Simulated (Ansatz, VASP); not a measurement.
## GaGe in VASP and in Ansatz

INCAR

```
SYSTEM = GaGe
PREC = Accurate ; ENCUT = 520
EDIFF = 1E-6 ; ISMEAR = 0
SIGMA = 0.1 ; LREAL = .FALSE.
LASPH = .TRUE. ; NELM = 80
ALGO = Normal ; ISIF = 2
LWAVE = .FALSE. ; LCHARG = .FALSE.
GGA = PS ; NBANDS = 20
```

Contents of KPOINTS:

```
Automatic mesh
0
G
  12 12 12
  0 0 0
```

POSCAR

```
GaGe
1.0
    0.0000000000      2.8978440000      2.8978440000
    2.8978440000      0.0000000000      2.8978440000
    2.8978440000      2.8978440000      0.0000000000
Ga Ge
1 1
Direct
    0.7500000000      0.7500000000      0.7500000000
   -0.0154218101      0.0259020154     -0.0045792665
```

Input for Ansatz:

```yaml
crystal:
  lattice:
    - [0.0, 2.897844, 2.897844]
    - [2.897844, 0.0, 2.897844]
    - [2.897844, 2.897844, 0.0]
  atoms:
    - { symbol: Ga, position: [0.75, 0.75, 0.75] }
    - { symbol: Ge, position: [-0.0154218101, 0.0259020154, -0.0045792665] }
basis:
  ecutwfc: 420
kpoints:
  mp_grid: { grid: [12, 12, 12] }
hamiltonian:
  xc: pbesol
scf:
  occupations: { method: gaussian, width: 0.1 }
output:
  forces: true
  stress: true
  eigenvalues: true
```

Change from the starting cell: one atom moved.

Alike in both runs: task single point; functional PBEsol; k mesh 12 × 12 × 12; occupations gaussian, width 0.1 eV; no spin polarisation.

|  | VASP | Ansatz |
| --- | --- | --- |
| version | VASP 6.6.1 | Ansatz 0.2.0 |
| potentials or method | VASP PAW PBE potentials, release 64 (Ga_d, Ge_d), cutoff 520 eV | scalar-relativistic, plane waves, PAW |
| valence electrons in the cell | 27 | 27 |

|  | VASP | Ansatz | Ansatz less VASP |
| --- | --- | --- | --- |
| gap on the k mesh at the Fermi level (eV) | none | none | - |
| pressure (GPa) | -2.4 | -2.4 | +0.03 |
| traceless stress, the component that is largest in VASP (GPa) | -1.65 | -1.65 | -0.005 |
| rms of the force components (eV/Å) | 0.260 | 0.262 | +0.0013 |

VASP's potentials were made for PBE, not for PBEsol. Atom by atom the forces differ by 0.001 eV/Å (rms over components). A gap of «none» marks a metal or a gap that the smearing closes. The functional is the same, so the differences come from potentials, cutoffs and numerics.
